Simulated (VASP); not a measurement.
# MgO (Imm2) in VASP: single point with LDA

Aim: the single point of MgO with LDA.

Program: VASP 6.6.1. These are calculated values, not measurements. Logs are shortened: lines on timing, memory, paths and dates and some standing lists are left out, and cuts for length are marked.

### 1 The cell of the first run

It takes space group Imm2 (No. 44, orthorhombic). Conventional cell: a = 3.020 Å, b = 4.270 Å, c = 3.020 Å, α = 90.00°, β = 90.00°, γ = 90.00°. Within 2.7 Å of Mg (site symmetry mm2) lie 6 O at 2.04 to 2.24 Å. Within 2.7 Å of O (site symmetry mm2) lie 6 Mg at 2.04 to 2.24 Å.

### 2 Single point, LDA (atom 2 (O) moved by (-0.100, -0.100) A along x and y)

INCAR reads:

```
ALGO = Normal ; EDIFF = 1E-6
ENCUT = 750 ; GGA = CA
GGA_COMPAT = F ; ISIF = 2
ISMEAR = 0 ; LASPH = T
LCHARG = F ; LREAL = F
LWAVE = F ; NBANDS = 15
NELM = 120 ; PREC = Accurate
SIGMA = 0.05
```

KPOINTS reads:

```
k-points
0
Gamma
  10 10 10
```

POSCAR reads:

```
MgO
1.0
    0.0000000000      2.1351500000      2.1351500000
    2.1351500000      0.0000000000      2.1351500000
    2.1351500000      2.1351500000      0.0000000000
Mg O
1 1
Direct
    0.0000000000      0.0000000000      0.0000000000
    0.5000000000      0.5000000000      0.4531648830
```

Potentials or basis: VASP PAW LDA potentials, release 64 (Mg_sv, O).

Started as:

```console
$ cat potpaw_LDA.64/Mg_sv/POTCAR potpaw_LDA.64/O/POTCAR > POTCAR
$ mpirun -np 1 vasp_std > vasp.out
```

OUTCAR:

```text
EDIFF = 1E-6
   ENCUT = 750
   GGA = CA
   ISIF = 2
   ISMEAR = 0
   LASPH = T
   LREAL = F
   NELM = 120
   PREC = Accurate

 ion  position               nearest neighbor table
   1  0.000  0.000  0.000-   2 2.04   2 2.04
   2  0.500  0.500  0.453-   1 2.04   1 2.04

  LATTYP: Found a face centered cubic cell.
 ALAT       =     4.2703000000

  Lattice vectors:

 A1 = (   0.0000000000,   2.1351500000,   2.1351500000)
 A2 = (   2.1351500000,   0.0000000000,   2.1351500000)
 A3 = (   2.1351500000,   2.1351500000,   0.0000000000)

Analysis of symmetry for initial positions (statically):
=====================================================================
 Subroutine PRICEL returns:
 Original cell was already a primitive cell.

 Routine SETGRP: Setting up the symmetry group for a
 face centered cubic supercell.

 Subroutine GETGRP returns: Found  4 space group operations
 (whereof  4 operations were pure point group operations)
 out of a pool of 48 trial point group operations.

The static configuration has the point symmetry C_2v.

Analysis of symmetry for dynamics (positions and initial velocities):
=====================================================================
 Subroutine PRICEL returns:
 Original cell was already a primitive cell.

 Routine SETGRP: Setting up the symmetry group for a
 face centered cubic supercell.

 Subroutine GETGRP returns: Found  4 space group operations
 (whereof  4 operations were pure point group operations)
 out of a pool of 48 trial point group operations.

The dynamic configuration has the point symmetry C_2v.

 Subroutine INISYM returns: Found  4 space group operations
 (whereof  4 operations are pure point group operations),
 and found     1 'primitive' translations

----------------------------------------------------------------------------------------

                                     Primitive cell

  volume of cell :      19.4677

  direct lattice vectors                    reciprocal lattice vectors
     0.000000000  2.135150000  2.135150000    -0.234175585  0.234175585  0.234175585
     2.135150000  0.000000000  2.135150000     0.234175585 -0.234175585  0.234175585
     2.135150000  2.135150000  0.000000000     0.234175585  0.234175585 -0.234175585

  length of vectors
     3.019558088  3.019558088  3.019558088     0.405604011  0.405604011  0.405604011

  position of ions in fractional coordinates (direct lattice)
     0.000000000  0.000000000  0.000000000
     0.500000000  0.500000000  0.453164883

  ion indices of the primitive-cell ions
   primitive index   ion index
                 1           1
                 2           2

----------------------------------------------------------------------------------------

 KPOINTS: k-points

Automatic generation of k-mesh.
 Grid dimensions read from file:
 generate k-points for:   10   10   10

 Generating k-lattice:

  Cartesian coordinates                     Fractional coordinates (reciprocal lattice)
    -0.023417558  0.023417558  0.023417558     0.100000000  0.000000000  0.000000000
     0.023417558 -0.023417558  0.023417558     0.000000000  0.100000000  0.000000000
     0.023417558  0.023417558 -0.023417558     0.000000000  0.000000000  0.100000000

  Length of vectors
     0.040560401  0.040560401  0.040560401

  Shift w.r.t. Gamma in fractional coordinates (k-lattice)
     0.000000000  0.000000000  0.000000000

 Subroutine IBZKPT returns following result:
 ===========================================

 Found    171 irreducible k-points:

 Following reciprocal coordinates:
            Coordinates               Weight
  0.000000  0.000000  0.000000      1.000000
  0.100000  0.000000  0.000000      4.000000
  0.000000  0.000000  0.100000      4.000000
  0.200000  0.000000  0.000000      4.000000
  0.000000  0.000000  0.200000      4.000000
  0.300000  0.000000  0.000000      4.000000
[... 16 lines left out ...]
  0.000000  0.400000  0.100000      8.000000
  0.100000  0.000000  0.400000      8.000000
 [... further k-points ...]
   k-points           NKPTS =    171   k-points in BZ     NKDIM =    171   number of bands    NBANDS=     15
   number of dos      NEDOS =    301   number of ions     NIONS =      2
   total plane-waves  NPLWV =  21952
   dimension x,y,z NGX =    28 NGY =   28 NGZ =   28
   dimension x,y,z NGXF=    56 NGYF=   56 NGZF=   56
   ions per type =               1   1
   NGX,Y,Z   is equivalent  to a cutoff of  15.42, 15.42, 15.42 a.u.
   NGXF,Y,Z  is equivalent  to a cutoff of  30.83, 30.83, 30.83 a.u.
 SYSTEM =  unknown system
   PREC   = accura    normal or accurate (medium, high low for compatibility)
   ISTART =      0    job   : 0-new  1-cont  2-samecut
   ICHARG =      2    charge: 1-file 2-atom 10-const
   ISPIN  =      1    spin polarized calculation?
   LNONCOLLINEAR =      F non collinear calculations
   LSORBIT =      F    spin-orbit coupling
   LASPH  =      T    aspherical Exc in radial PAW
   ENCUT  =  750.0 eV  55.12 Ry    7.42 a.u.   6.74  6.74  6.74*2*pi/ulx,y,z
   NELM   =    120;   NELMIN=  2; NELMDL= -5     # of ELM steps
   EDIFF  = 0.1E-05   stopping-criterion for ELM
   LREAL  =      F    real-space projection
   EDIFFG = 0.1E-04   stopping-criterion for IOM
   NSW    =      0    number of steps for IOM
   IBRION =     -1    ionic relax: 0-MD 1-quasi-New 2-CG
   NFREE  =      0    steps in history (QN), initial steepest desc. (CG)
   ISIF   =      2    stress and relaxation
   ISYM   =      2    0-nonsym 1-usesym 2-fastsym
   POTIM  = 0.5000    time-step for ionic-motion
   TEBEG  =    0.0;   TEEND  =   0.0 temperature during run
   PSTRESS=    0.0 pullay stress
   NELECT =      16.0000    total number of electrons
   NUPDOWN=      -1.0000    fix difference up-down
   EMIN   =  10.00;   EMAX   =-10.00  energy-range for DOS
   EFERMI =   0.00;   METHOD = LEGACY
   ISMEAR =     0;   SIGMA  =   0.05  broadening in eV -4-tet -1-fermi 0-gaus
   EFERMI_NEDOS =   21; number of points for ismear=-14 and -15
   IALGO  =     38    algorithm
   IMIX   =      4    mixing-type and parameters
     AMIX     =   0.40;   BMIX     =  1.00
     AMIX_MAG =   1.60;   BMIX_MAG =  1.00
  volume/ion in A,a.u.               =       9.73        65.69
  Fermi-wavevector in a.u.,A,eV,Ry     =   1.533474  2.897846 31.994681  2.351543
  Thomas-Fermi vector in A             =   2.640536
   LORBIT       =      0    0 simple, 1 ext, 2 COOP (PROOUT), +10 PAW based schemes
   GGA     = CA    functional components
   LHFCALC =     F    Hartree Fock is set to
   AEXX    =    0.0000 exact exchange contribution
   IVDW    =     0    specifies the selected vdW correction
   LEPSILON=     F    determine dielectric tensor
   LRPA    =     F    only Hartree local field effects (RPA)
 non-spin polarized calculation
 Gauss-broadening in eV      SIGMA  =   0.05
  energy-cutoff  :      750.00
  volume of cell :       19.47
 maximum number of plane-waves:       934
   NGX = 13   NGY = 13   NGZ = 13

 number of electron      15.9999998 magnetization

 Free energy of the ion-electron system (eV)
  ---------------------------------------------------
  ext. energy  EPLUGINS =         0.00000000
  ---------------------------------------------------
  free energy    TOTEN  =       -13.14588690 eV

  energy without entropy =      -13.14588690  energy(sigma->0) =      -13.14588690

 E-fermi :   2.5953     XC(G=0): -11.7146

 val. band max:        2.2741944524   @ k =   0.0000   0.0000   0.0000
 cond. band min:       6.5494681319   @ k =   0.0000   0.0000   0.0000
 fundamental gap:      4.2752736794
 Fermi energy:         2.5952972481

 k-point     1 :       0.0000    0.0000    0.0000
  band No.  band energies     occupation
      1     -69.1664      2.00000
      2     -36.6384      2.00000
      3     -36.6355      2.00000
      4     -36.6327      2.00000
      5     -14.4962      2.00000
      6       2.2414      2.00000
      7       2.2721      2.00000
      8       2.2742      2.00000
      9       6.5495      0.00000
     10      17.5873      0.00000
     11      17.6651      0.00000
     12      17.7024      0.00000
     13      21.4659      0.00000
     14      23.1220      0.00000
     15      23.1394      0.00000

 k-point     2 :       0.1000    0.0000    0.0000
  band No.  band energies     occupation
      1     -69.1658      2.00000
      2     -36.6419      2.00000
      3     -36.6392      2.00000
      4     -36.6354      2.00000
      5     -14.3916      2.00000
      6       1.5983      2.00000
      7       2.1996      2.00000
      8       2.2226      2.00000
      9       7.1730      0.00000
     10      16.3629      0.00000
     11      17.8528      0.00000
     12      17.9324      0.00000
     13      22.3129      0.00000
     14      22.3267      0.00000
     15      23.0469      0.00000

 k-point     3 :       0.0000    0.0000    0.1000
  band No.  band energies     occupation
      1     -69.1658      2.00000
      2     -36.6453      2.00000
      3     -36.6373      2.00000
      4     -36.6338      2.00000
      5     -14.3917      2.00000
      6       1.6211      2.00000
      7       2.1781      2.00000
      8       2.2134      2.00000
      9       7.1786      0.00000
     10      16.4306      0.00000
     11      17.8060      0.00000
     12      17.9017      0.00000
     13      22.3065      0.00000
     14      22.3463      0.00000
     15      23.0574      0.00000

 k-point     4 :       0.2000    0.0000    0.0000
  band No.  band energies     occupation
      1     -69.1639      2.00000
      2     -36.6610      2.00000
      3     -36.6413      2.00000
      4     -36.6377      2.00000
      5     -14.1044      2.00000
      6       0.3161      2.00000
      7       2.0416      2.00000
      8       2.0660      2.00000
      9       8.3498      0.00000
     10      14.8386      0.00000
     11      18.2443      0.00000
     12      18.2988      0.00000
     13      21.6343      0.00000
     14      21.6979      0.00000
     15      23.6462      0.00000
[... 307 lines left out ...]
 k-point    22 :       0.4000    0.1000    0.0000
  band No.  band energies     occupation
      1     -69.1596      2.00000
      2     -36.6972      2.00000
      3     -36.6483      2.00000
      4     -36.6441      2.00000
      5     -13.4263      2.00000
      6      -1.5471      2.00000
      7       1.5000      2.00000
      8       1.6481      2.00000
      9      10.0364      0.00000
     10      13.8256      0.00000
     11      16.9802      0.00000
     12      18.5363      0.00000
     13      21.6243      0.00000
     14      23.7258      0.00000
     15      24.4111      0.00000

 k-point    23 :       0.0000    0.4000    0.1000
  band No.  band energies     occupation
      1     -69.1596      2.00000
      2     -36.6971      2.00000
      3     -36.6480      2.00000
      4     -36.6447      2.00000
      5     -13.4262      2.00000
      6      -1.5445      2.00000
      7       1.5191      2.00000
      8       1.6302      2.00000
      9      10.0270      0.00000
     10      13.8216      0.00000
     11      17.1069      0.00000
     12      18.3356      0.00000
     13      21.7718      0.00000
     14      23.8317      0.00000
     15      24.2047      0.00000

 k-point    24 :       0.1000    0.0000    0.4000
  band No.  band energies     occupation
      1     -69.1596      2.00000
      2     -36.7001      2.00000
      3     -36.6461      2.00000
      4     -36.6426      2.00000
      5     -13.4265      2.00000
      6      -1.5388      2.00000
      7       1.4849      2.00000
      8       1.6250      2.00000
      9      10.0547      0.00000
     10      13.8688      0.00000
     11      17.1230      0.00000
     12      18.3731      0.00000
     13      21.6291      0.00000
     14      23.8581      0.00000
     15      24.1970      0.00000

 [... further k-points ...]

------------------------ aborting loop because EDIFF is reached ----------------------------------------

  FORCE on cell =-STRESS in cart. coord.  units (eV):
  Direction    XX          YY          ZZ          XY          YZ          ZX
  --------------------------------------------------------------------------------------
  -------------------------------------------------------------------------------------
  Total       -1.1010378     -1.1010378     -1.4586783     -0.0436905      0.0000000      0.0000000
  in kB      -90.6144895    -90.6144895   -120.0480007     -3.5956889      0.0000000      0.0000000
  external PRESSURE =    -100.4256599 kB  Pullay stress =       0.0000000 kB

 VOLUME and BASIS-vectors are now :
 -----------------------------------------------------------------------------
  energy-cutoff  :      750.00
  volume of cell :       19.47
      direct lattice vectors                 reciprocal lattice vectors
     0.000000000  2.135150000  2.135150000    -0.234175585  0.234175585  0.234175585
     2.135150000  0.000000000  2.135150000     0.234175585 -0.234175585  0.234175585
     2.135150000  2.135150000  0.000000000     0.234175585  0.234175585 -0.234175585

 POSITION                                       TOTAL-FORCE (eV/Angst)
 -----------------------------------------------------------------------------------
      0.00000      0.00000      0.00000        -0.423762     -0.423762     -0.000000
      2.03515      2.03515      2.13515         0.423762      0.423762      0.000000
 -----------------------------------------------------------------------------------
    total drift:                                0.000218      0.000218     -0.000000

  FREE ENERGIE OF THE ION-ELECTRON SYSTEM (eV)
  ---------------------------------------------------
  free  energy   TOTEN  =       -13.1458868990 eV

  energy  without entropy=      -13.1458868990  energy(sigma->0) =      -13.14588690
```

It took 2.5 min on 1 thread of AMD EPYC 7R43 (Zen 3), shared host; peak memory 0.16 GiB.

Results:

* Free energy: -13.1459 eV
* Pressure: -10.0 GPa
* Largest force: 0.599 eV/Å
* Band gap on the k mesh: 4.28 eV

Forces in eV/Å, atoms in the order of the input:
```
Mg  -0.424 -0.424  0.000
O    0.424  0.424  0.000
```

Caveat: the cell differs from its parent crystal (atom 2 (O) moved by (-0.100, -0.100) A along x and y); the cell stands under tension.
